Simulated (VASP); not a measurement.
# Ge2Sb2S (P6_3/mmc) in VASP: single point with PBE

Aim: the single point of Ge2Sb2S with PBE.

All numbers are computed with VASP 6.6.1; they aren't measurements. Logs are shortened: lines on timing, memory, paths and dates and some standing lists are left out, and cuts for length are marked.

## 1. The cell of the first run

Symmetry: P6_3/mmc, No. 194, hexagonal system. The conventional cell has a = 4.241 Å, b = 4.241 Å, c = 14.683 Å, α = 90.00°, β = 90.00°, γ = 120.00°. Within 3.9 Å of Ge (site symmetry 3m) lie 6 Sb at 3.00 to 3.13 Å and 3 S at 3.13 Å and 1 Ge at 3.89 Å. Sb (site symmetry -3m) has 6 Ge at 3.00 Å and 2 S at 3.67 Å within 3.9 Å. Sb (site symmetry -6m2) has 3 S at 2.45 Å and 6 Ge at 3.13 Å within 3.2 Å. Within 3.2 Å of S (site symmetry -6m2) lie 3 Sb at 2.45 Å and 6 Ge at 3.13 Å.

## 2. Single point, PBE

File INCAR:

```
PREC     = Accurate       # precision mode
ENCUT    = 520            # plane-wave cutoff, eV
EDIFF    = 1E-7           # SCF threshold, eV
ISMEAR   = 0              # smearing method
SIGMA    = 0.1            # smearing width, eV
LREAL    = False          # projectors in reciprocal space
LASPH    = True           # aspherical terms in the spheres
NELM     = 100            # most SCF steps
ALGO     = Normal         # electronic algorithm
ISIF     = 2              # what is computed and relaxed
LWAVE    = False          # write WAVECAR
LCHARG   = False          # write CHGCAR
GGA      = PE             # functional
NBANDS   = 55             # bands
```

File KPOINTS:

```
regular mesh
0
Gamma
  6 6 2
```

File POSCAR:

```
Ge2Sb2S
1.0
    4.2412820300      0.0000000000      0.0000000000
   -2.1206410100      3.6730579800      0.0000000000
    0.0000000000      0.0000000000     14.6827165300
Ge Sb S
4 4 2
Direct
    0.6666666700      0.3333333300      0.8824055800
    0.3333333300      0.6666666700      0.1175944200
    0.3333333300      0.6666666700      0.3824055800
    0.6666666700      0.3333333300      0.6175944200
    0.0000000000      0.0000000000      0.0000000000
    0.0000000000      0.0000000000      0.5000000000
    0.6666666700      0.3333333300      0.2500000000
    0.3333333300      0.6666666700      0.7500000000
    0.0000000000      0.0000000000      0.7500000000
    0.0000000000      0.0000000000      0.2500000000
```

Potentials or basis: VASP PAW PBE potentials, release 64 (Ge_d, Sb, S).

The run is started by

```console
> cat potpaw_PBE.64/Ge_d/POTCAR potpaw_PBE.64/Sb/POTCAR potpaw_PBE.64/S/POTCAR > POTCAR
> mpirun -np 1 vasp_std > vasp.out
```

OUTCAR:

```text
PREC = Accurate
   ENCUT = 520
   EDIFF = 1E-7
   ISMEAR = 0
   LREAL = False
   LASPH = True
   NELM = 100
   ISIF = 2
   GGA = PE

 ion  position               nearest neighbor table
   1  0.667  0.333  0.882-   5 3.00   5 3.00   5 3.00   8 3.13   8 3.13   8 3.13
   2  0.333  0.667  0.118-   5 3.00   5 3.00   5 3.00   7 3.13   7 3.13   7 3.13
   3  0.333  0.667  0.382-   6 3.00   6 3.00   6 3.00   7 3.13   7 3.13   7 3.13
   4  0.667  0.333  0.618-   6 3.00   6 3.00   6 3.00   8 3.13   8 3.13   8 3.13
   5  0.000  0.000  0.000-   1 3.00   2 3.00   2 3.00   1 3.00   1 3.00   2 3.00
   6  0.000  0.000  0.500-   3 3.00   4 3.00   3 3.00   4 3.00   4 3.00   3 3.00
   7  0.667  0.333  0.250-  10 2.45  10 2.45  10 2.45   3 3.13   2 3.13   3 3.13   2 3.13   2 3.13
                             3 3.13
   8  0.333  0.667  0.750-   9 2.45   9 2.45   9 2.45   1 3.13   4 3.13   1 3.13   4 3.13   1 3.13
                             4 3.13
   9  0.000  0.000  0.750-   8 2.45   8 2.45   8 2.45
  10  0.000  0.000  0.250-   7 2.45   7 2.45   7 2.45

  LATTYP: Found a hexagonal cell.
 ALAT       =     4.2412820300
 C/A-ratio  =     3.4618580953

  Lattice vectors:

 A1 = (   4.2412820300,   0.0000000000,   0.0000000000)
 A2 = (  -2.1206410100,   3.6730579800,   0.0000000000)
 A3 = (   0.0000000000,   0.0000000000,  14.6827165300)

Analysis of symmetry for initial positions (statically):
=====================================================================
 Subroutine PRICEL returns:
 Original cell was already a primitive cell.

 Routine SETGRP: Setting up the symmetry group for a
 hexagonal supercell.

 Subroutine GETGRP returns: Found 24 space group operations
 (whereof 12 operations were pure point group operations)
 out of a pool of 24 trial point group operations.

The static configuration has the point symmetry D_3d.
 The point group associated with its full space group is D_6h.

Analysis of symmetry for dynamics (positions and initial velocities):
=====================================================================
 Subroutine PRICEL returns:
 Original cell was already a primitive cell.

 Routine SETGRP: Setting up the symmetry group for a
 hexagonal supercell.

 Subroutine GETGRP returns: Found 24 space group operations
 (whereof 12 operations were pure point group operations)
 out of a pool of 24 trial point group operations.

The dynamic configuration has the point symmetry D_3d.
 The point group associated with its full space group is D_6h.
[... 112 lines left out ...]
   POTIM  = 0.5000    time-step for ionic-motion
   TEBEG  =    0.0;   TEEND  =   0.0 temperature during run
   PSTRESS=    0.0 pullay stress
   NELECT =      88.0000    total number of electrons
   NUPDOWN=      -1.0000    fix difference up-down
   EMIN   =  10.00;   EMAX   =-10.00  energy-range for DOS
   EFERMI =   0.00;   METHOD = LEGACY
   ISMEAR =     0;   SIGMA  =   0.10  broadening in eV -4-tet -1-fermi 0-gaus
   EFERMI_NEDOS =   21; number of points for ismear=-14 and -15
   IALGO  =     38    algorithm
   IMIX   =      4    mixing-type and parameters
     AMIX     =   0.40;   BMIX     =  1.00
     AMIX_MAG =   1.60;   BMIX_MAG =  1.00
  volume/ion in A,a.u.               =      22.87       154.36
  Fermi-wavevector in a.u.,A,eV,Ry     =   1.190671  2.250043 19.288959  1.417698
  Thomas-Fermi vector in A             =   2.326751
   LORBIT       =      0    0 simple, 1 ext, 2 COOP (PROOUT), +10 PAW based schemes
   GGA     = PE    functional components
   LHFCALC =     F    Hartree Fock is set to
   AEXX    =    0.0000 exact exchange contribution
   IVDW    =     0    specifies the selected vdW correction
   LEPSILON=     F    determine dielectric tensor
   LRPA    =     F    only Hartree local field effects (RPA)
 non-spin polarized calculation
 Gauss-broadening in eV      SIGMA  =   0.10
  energy-cutoff  :      520.00
  volume of cell :      228.73
 maximum number of plane-waves:      6246
 NGX is ok and might be reduce to    32
   NGX = 15   NGY = 15   NGZ = 55

 number of electron      87.9999963 magnetization

 Free energy of the ion-electron system (eV)
  ---------------------------------------------------
  ext. energy  EPLUGINS =         0.00000000
  ---------------------------------------------------
  free energy    TOTEN  =       -38.17144274 eV

  energy without entropy =      -38.15512009  energy(sigma->0) =      -38.16328141

 E-fermi :   6.9693     XC(G=0): -10.2943

 val. band max:        6.9512090427   @ k =   0.5000  -0.0000   0.0000
 cond. band min:       6.9801240036   @ k =   0.0000   0.0000   0.0000
 fundamental gap:      0.0289149609
 Fermi energy:         6.9693023802

 k-point     1 :       0.0000    0.0000    0.0000
  band No.  band energies     occupation
      1     -17.8699      2.00000
      2     -17.8699      2.00000
      3     -17.8695      2.00000
      4     -17.8695      2.00000
      5     -17.8688      2.00000
      6     -17.8688      2.00000
[... 801 lines left out ...]
     54      11.5218      0.00000
     55      12.3383      0.00000

------------------------ aborting loop because EDIFF is reached ----------------------------------------

  FORCE on cell =-STRESS in cart. coord.  units (eV):
  Direction    XX          YY          ZZ          XY          YZ          ZX
  --------------------------------------------------------------------------------------
  -------------------------------------------------------------------------------------
  Total       13.9093697     13.9093697      1.5780706      0.0000000      0.0000000      0.0000000
  in kB       97.4286495     97.4286494     11.0536489      0.0000001      0.0000000      0.0000000
  external PRESSURE =      68.6369826 kB  Pullay stress =       0.0000000 kB

 VOLUME and BASIS-vectors are now :
 -----------------------------------------------------------------------------
  energy-cutoff  :      520.00
  volume of cell :      228.73
      direct lattice vectors                 reciprocal lattice vectors
     4.241282030  0.000000000  0.000000000     0.235777766  0.136126356  0.000000000
    -2.120641010  3.673057980  0.000000000     0.000000000  0.272252713  0.000000000
     0.000000000  0.000000000 14.682716530     0.000000000  0.000000000  0.068107288

 POSITION                                       TOTAL-FORCE (eV/Angst)
 -----------------------------------------------------------------------------------
      2.12064      1.22435     12.95611         0.000000      0.000000      0.994644
     -0.00000      2.44871      1.72661        -0.000000     -0.000000     -0.994644
     -0.00000      2.44871      5.61475        -0.000000     -0.000000      0.994644
      2.12064      1.22435      9.06796        -0.000000      0.000000     -0.994644
      0.00000      0.00000      0.00000         0.000000     -0.000000      0.000000
      0.00000      0.00000      7.34136         0.000000     -0.000000      0.000000
      2.12064      1.22435      3.67068         0.000000      0.000000      0.000000
     -0.00000      2.44871     11.01204        -0.000000     -0.000000      0.000000
      0.00000      0.00000     11.01204         0.000000     -0.000000      0.000000
      0.00000      0.00000      3.67068         0.000000     -0.000000     -0.000000
 -----------------------------------------------------------------------------------
    total drift:                                0.000000     -0.000000      0.000000

  FREE ENERGIE OF THE ION-ELECTRON SYSTEM (eV)
  ---------------------------------------------------
  free  energy   TOTEN  =       -38.1714427367 eV

  energy  without entropy=      -38.1551200913  energy(sigma->0) =      -38.16328141
```

It took 2.5 min on 1 thread of Intel Xeon Platinum 8375C at 2.90GHz (Ice Lake), shared host; peak memory 0.41 GiB.

What came out:

```
Free energy            : -38.1714 eV
Pressure               : 6.9 GPa
Largest force          : 0.995 eV/Å
Band gap on the k mesh : zero (band 44 reaches 6.98 eV, above the bottom of band 45 at 6.81 eV)
```

Forces in eV/Å, atoms in the order of the input:
```
Ge   0.000  0.000  0.995
Ge   0.000  0.000 -0.995
Ge   0.000  0.000  0.995
Ge   0.000  0.000 -0.995
Sb   0.000  0.000  0.000
Sb   0.000  0.000  0.000
Sb   0.000  0.000  0.000
Sb   0.000  0.000  0.000
S    0.000  0.000  0.000
S    0.000  0.000  0.000
```

Levels at points of the mesh, in eV from the Fermi level:
```tsv
k point	band 42	band 43	band 44	band 45	band 46	band 47
(0.00, 0.00, 0.00)	-0.47	-0.33	0.01	0.43	0.43	0.72
(0.50, 0.00, 0.00)	-1.45	-0.07	-0.02	0.10	0.76	1.19
(0.00, 0.00, 0.50)	-0.19	-0.16	-0.16	-0.16	-0.16	1.54
(0.50, 0.00, 0.50)	-1.66	-0.73	-0.73	0.62	0.62	1.31
```

Caveat: spin-orbit coupling is left out, which moves the levels of the heavy elements.
